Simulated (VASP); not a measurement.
# C (a cell with a defect) in VASP: further runs

Runs on C (a cell with a defect). Level: PBE. Tasks: single point.

Program: VASP 6.6.1. These are calculated values, not measurements. Logs are shortened: lines on timing, memory, paths and dates and some standing lists are left out, and cuts for length are marked.

### Step 1. The cell of the first run

The cell holds a defect, 15 atoms: a = 5.051 Å, b = 5.051 Å, c = 5.051 Å, α = 60.00°, β = 60.00°, γ = 60.00°.

### Step 2. Single point, PBE

The input, INCAR:

```
SYSTEM = C
PREC = Accurate
ENCUT = 520
EDIFF = 1E-6
ISMEAR = 0
SIGMA = 0.05
LREAL = Auto
LASPH = .TRUE.
NELM = 80
ALGO = Normal
ISIF = 2
LWAVE = .FALSE.
LCHARG = .TRUE.
GGA = PE
LELF = .TRUE.
LVHAR = .TRUE.
NBANDS = 43
```

The input, KPOINTS:

```
Automatic mesh
0
G
  6 6 6
  0 0 0
```

The input, POSCAR:

```
C
1.0
    3.5715485858      0.0000000000     -3.5715485858
    0.0000000000      3.5715485858     -3.5715485858
    3.5715485858      3.5715485858      0.0000000000
C
15
Direct
    0.2500000000      0.2500000000      0.2500000000
    0.2500000000      0.7500000000      0.7500000000
    0.2500000000      0.7500000000      0.2500000000
    0.7500000000      0.2500000000      0.7500000000
    0.7500000000      0.2500000000      0.2500000000
    0.7500000000      0.7500000000      0.7500000000
    0.7500000000      0.7500000000      0.2500000000
    0.1250000000      0.1250000000      0.1250000000
    0.1250000000      0.1250000000      0.6250000000
    0.1250000000      0.6250000000      0.1250000000
    0.2918959642      0.4843750000      0.6118645179
    0.6250000000      0.1250000000      0.1250000000
    0.6250000000      0.1250000000      0.6250000000
    0.6250000000      0.6250000000      0.1250000000
    0.6250000000      0.6250000000      0.6250000000
```

Potentials or basis: VASP PAW PBE potentials, release 64 (C).

Started as:

```console
$ cat potpaw_PBE.64/C/POTCAR > POTCAR
$ mpirun -np 1 vasp_std > vasp.out
```

OUTCAR:

```text
SYSTEM = C
   PREC = Accurate
   ENCUT = 520
   EDIFF = 1E-6
   ISMEAR = 0
   LREAL = Auto
   LASPH = .TRUE.
   NELM = 80
   ISIF = 2
   GGA = PE

 ion  position               nearest neighbor table
   1  0.250  0.250  0.250-   8 1.55   9 1.55  10 1.55  12 1.55
   2  0.250  0.750  0.750-   9 1.55  10 1.55  15 1.55  11 1.68
   3  0.250  0.750  0.250-   8 1.55  10 1.55  14 1.55  11 1.68
   4  0.750  0.250  0.750-   9 1.55  12 1.55  13 1.55  15 1.55
   5  0.750  0.250  0.250-   8 1.55  12 1.55  13 1.55  14 1.55
   6  0.750  0.750  0.750-  13 1.55  14 1.55  15 1.55
   7  0.750  0.750  0.250-  10 1.55  12 1.55  14 1.55  15 1.55
   8  0.125  0.125  0.125-   1 1.55   3 1.55   5 1.55
   9  0.125  0.125  0.625-   1 1.55   2 1.55   4 1.55
  10  0.125  0.625  0.125-   1 1.55   2 1.55   3 1.55   7 1.55
  11  0.292  0.484  0.612-   2 1.68   3 1.68  13 1.75
  12  0.625  0.125  0.125-   1 1.55   4 1.55   5 1.55   7 1.55
  13  0.625  0.125  0.625-   4 1.55   5 1.55   6 1.55  11 1.75
  14  0.625  0.625  0.125-   3 1.55   5 1.55   6 1.55   7 1.55
  15  0.625  0.625  0.625-   2 1.55   4 1.55   6 1.55   7 1.55

  LATTYP: Found a face centered cubic cell.
 ALAT       =     7.1430971716

  Lattice vectors:

 A1 = (   3.5715485858,   0.0000000000,  -3.5715485858)
 A2 = (   0.0000000000,   3.5715485858,  -3.5715485858)
 A3 = (   3.5715485858,   3.5715485858,   0.0000000000)

Analysis of symmetry for initial positions (statically):
=====================================================================
 Subroutine PRICEL returns:
 Original cell was already a primitive cell.

 Routine SETGRP: Setting up the symmetry group for a
 face centered cubic supercell.

 Subroutine GETGRP returns: Found  2 space group operations
 (whereof  2 operations were pure point group operations)
 out of a pool of 48 trial point group operations.

The static configuration has the point symmetry C_1h.

Analysis of symmetry for dynamics (positions and initial velocities):
=====================================================================
 Subroutine PRICEL returns:
 Original cell was already a primitive cell.

 Routine SETGRP: Setting up the symmetry group for a
 face centered cubic supercell.

 Subroutine GETGRP returns: Found  2 space group operations
 (whereof  2 operations were pure point group operations)
 out of a pool of 48 trial point group operations.

The dynamic configuration has the point symmetry C_1h.

[... 140 lines left out ...]
   EFERMI_NEDOS =   21; number of points for ismear=-14 and -15
   IALGO  =     38    algorithm
   IMIX   =      4    mixing-type and parameters
     AMIX     =   0.40;   BMIX     =  1.00
     AMIX_MAG =   1.60;   BMIX_MAG =  1.00
  volume/ion in A,a.u.               =       6.07        40.99
  Fermi-wavevector in a.u.,A,eV,Ry     =   1.424269  2.691478 27.599992  2.028542
  Thomas-Fermi vector in A             =   2.544778
   LORBIT       =      0    0 simple, 1 ext, 2 COOP (PROOUT), +10 PAW based schemes
   GGA     = PE    functional components
   LHFCALC =     F    Hartree Fock is set to
   AEXX    =    0.0000 exact exchange contribution
   IVDW    =     0    specifies the selected vdW correction
   LEPSILON=     F    determine dielectric tensor
   LRPA    =     F    only Hartree local field effects (RPA)
 non-spin polarized calculation
 Gauss-broadening in eV      SIGMA  =   0.05
  energy-cutoff  :      520.00
  volume of cell :       91.12
 maximum number of plane-waves:      2475
 NGX is ok and might be reduce to    40
   NGX = 19   NGY = 19   NGZ = 19

 number of electron      59.9999996 magnetization

 Free energy of the ion-electron system (eV)
  ---------------------------------------------------
  ext. energy  EPLUGINS =         0.00000000
  ---------------------------------------------------
  free energy    TOTEN  =      -126.23322529 eV

  energy without entropy =     -126.23084724  energy(sigma->0) =     -126.23203627

 E-fermi :   9.2674     XC(G=0): -12.9672

 val. band max:        9.2559960379   @ k =   0.0000   0.3333   0.1667
 cond. band min:       9.3046679283   @ k =   0.0000   0.5000   0.1667
 fundamental gap:      0.0486718904
 Fermi energy:         9.2673755198

 k-point     1 :       0.0000    0.0000    0.0000
  band No.  band energies     occupation
      1     -12.1775      2.00000
      2      -6.8516      2.00000
      3      -6.7773      2.00000
      4      -6.5425      2.00000
      5      -5.7407      2.00000
      6      -4.7620      2.00000
[... 1069 lines left out ...]
     41      17.2979      0.00000
     42      17.6132      0.00000

 [... further k-points ...]

 [bands above 42 left out]

------------------------ aborting loop because EDIFF is reached ----------------------------------------

  FORCE on cell =-STRESS in cart. coord.  units (eV):
  Direction    XX          YY          ZZ          XY          YZ          ZX
  --------------------------------------------------------------------------------------
  -------------------------------------------------------------------------------------
  Total       -6.3747088     -6.3747088      3.1160183      6.5728496      9.5129485     -9.5129481
  in kB     -112.0911316   -112.0911316     54.7912113    115.5751836    167.2730764   -167.2730691
  external PRESSURE =     -56.4636839 kB  Pullay stress =       0.0000000 kB

 VOLUME and BASIS-vectors are now :
 -----------------------------------------------------------------------------
  energy-cutoff  :      520.00
  volume of cell :       91.12
      direct lattice vectors                 reciprocal lattice vectors
     3.571548586  0.000000000 -3.571548586     0.139995296 -0.139995296 -0.139995296
     0.000000000  3.571548586 -3.571548586    -0.139995296  0.139995296 -0.139995296
     3.571548586  3.571548586  0.000000000     0.139995296  0.139995296  0.139995296

 POSITION                                       TOTAL-FORCE (eV/Angst)
 -----------------------------------------------------------------------------------
      1.78577      1.78577     -1.78577        -0.081167      0.081167     -0.852955
      3.57155      5.35732     -3.57155         2.293704     -0.675628     -0.431915
      1.78577      3.57155     -3.57155         0.675628     -2.293704     -0.431915
      5.35732      3.57155     -3.57155         1.368508      0.059298     -1.192477
      3.57155      1.78577     -3.57155        -0.059298     -1.368508     -1.192477
      5.35732      5.35732     -5.35732        -1.879242      1.879242      2.369163
      3.57155      3.57155     -5.35732        -0.083048      0.083048     -0.086027
      0.89289      0.89289     -0.89289         2.136304      2.186645      2.796599
      2.67866      2.67866     -0.89289        -2.186645     -2.136304      2.796599
      0.89289      2.67866     -2.67866         0.174015     -0.174015      0.152209
      3.22782      3.91527     -2.77249        -3.996785      3.996785      2.781117
      2.67866      0.89289     -2.67866        -0.032027      0.032027      0.178484
      4.46444      2.67866     -2.67866         0.158639     -0.158639     -3.297035
      2.67866      2.67866     -4.46444        -0.218822     -1.730235     -1.794686
      4.46444      4.46444     -4.46444         1.730235      0.218822     -1.794686
 -----------------------------------------------------------------------------------
    total drift:                                0.005715     -0.005715      0.002068

  FREE ENERGIE OF THE ION-ELECTRON SYSTEM (eV)
  ---------------------------------------------------
  free  energy   TOTEN  =      -126.2332252943 eV

  energy  without entropy=     -126.2308472360  energy(sigma->0) =     -126.23203627
```

OSZICAR:

```text
N       E                     dE             d eps       ncg     rms          rms(c)
DAV:   1     0.171278198910E+03    0.17128E+03   -0.31855E+04  5848   0.136E+03
DAV:   2    -0.116340515222E+03   -0.28762E+03   -0.27418E+03  7207   0.263E+02
DAV:   3    -0.130063638451E+03   -0.13723E+02   -0.13577E+02  7552   0.536E+01
DAV:   4    -0.130266330292E+03   -0.20269E+00   -0.20204E+00  7680   0.676E+00
DAV:   5    -0.130270197447E+03   -0.38672E-02   -0.38638E-02  7573   0.922E-01    0.141E+01
DAV:   6    -0.127104030810E+03    0.31662E+01   -0.44140E+00  7696   0.918E+00    0.824E+00
DAV:   7    -0.126336019217E+03    0.76801E+00   -0.23462E+00  7224   0.638E+00    0.396E+00
DAV:   8    -0.126227758317E+03    0.10826E+00   -0.45442E-01  7258   0.305E+00    0.150E+00
DAV:   9    -0.126233308252E+03   -0.55499E-02   -0.61492E-02  7240   0.121E+00    0.517E-01
DAV:  10    -0.126233117724E+03    0.19053E-03   -0.99474E-03  7239   0.446E-01    0.188E-01
DAV:  11    -0.126233190800E+03   -0.73076E-04   -0.15652E-03  7416   0.177E-01    0.399E-02
DAV:  12    -0.126233212070E+03   -0.21270E-04   -0.14250E-04  7304   0.579E-02    0.207E-02
DAV:  13    -0.126233220238E+03   -0.81675E-05   -0.15466E-05  7536   0.194E-02    0.117E-02
DAV:  14    -0.126233224993E+03   -0.47559E-05   -0.43374E-06  7000   0.121E-02    0.272E-03
DAV:  15    -0.126233225294E+03   -0.30088E-06   -0.66638E-07  4248   0.452E-03
   1 F= -.12623323E+03 E0= -.12623204E+03  d E =-.237806E-02
```

It took 18 min on 1 thread of Intel Xeon 8259CL, shared host; peak memory 0.33 GiB.

What came out:

| Property | Result |
| --- | --- |
| Free energy | -126.2332 eV |
| Pressure | -5.6 GPa |
| Largest force | 6.299 eV/Å |
| Band gap on the k mesh | zero (bands 30 and 31 overlap by 1.69 eV) |

Forces on the atoms (eV/Å):
```
C   -0.081  0.081 -0.853
C    2.294 -0.676 -0.432
C    0.676 -2.294 -0.432
C    1.369  0.059 -1.192
C   -0.059 -1.369 -1.192
C   -1.879  1.879  2.369
C   -0.083  0.083 -0.086
C    2.136  2.187  2.797
C   -2.187 -2.136  2.797
C    0.174 -0.174  0.152
C   -3.997  3.997  2.781
C   -0.032  0.032  0.178
C    0.159 -0.159 -3.297
C   -0.219 -1.730 -1.795
C    1.730  0.219 -1.795
```

Levels at points of the mesh, in eV from the Fermi level:
| k point | band 27 | band 28 | band 29 | band 30 | band 31 | band 32 | band 33 | band 34 |
| --- | --- | --- | --- | --- | --- | --- | --- | --- |
| (0.00, 0.00, 0.00) | -1.58 | -1.43 | -1.05 | 1.20 | 1.66 | 1.96 | 3.40 | 4.15 |
| (0.50, 0.00, 0.00) | -3.16 | -2.60 | -2.09 | -2.06 | 1.78 | 2.16 | 3.48 | 4.72 |
| (0.00, 0.50, 0.00) | -3.70 | -1.57 | -1.34 | -0.03 | 0.48 | 1.11 | 4.07 | 5.41 |
| (0.00, 0.00, 0.50) | -2.59 | -2.24 | -2.09 | -1.51 | 1.07 | 1.90 | 3.42 | 5.05 |
| (0.50, 0.50, 0.00) | -3.59 | -3.23 | -2.12 | -1.79 | 0.22 | 2.08 | 2.87 | 4.55 |
| (0.00, 0.50, 0.50) | -3.70 | -3.38 | -1.59 | -0.87 | -0.31 | 1.54 | 3.87 | 4.18 |

Caveat: the cell differs from its parent crystal (atoms taken out, atom 11 moved 0.375 of the way to it and -0.525 Å across, host rigid).

(Continued in part 2 of 2.)

The gap in the log of VASP goes by the Fermi energy; the results here count the filled bands.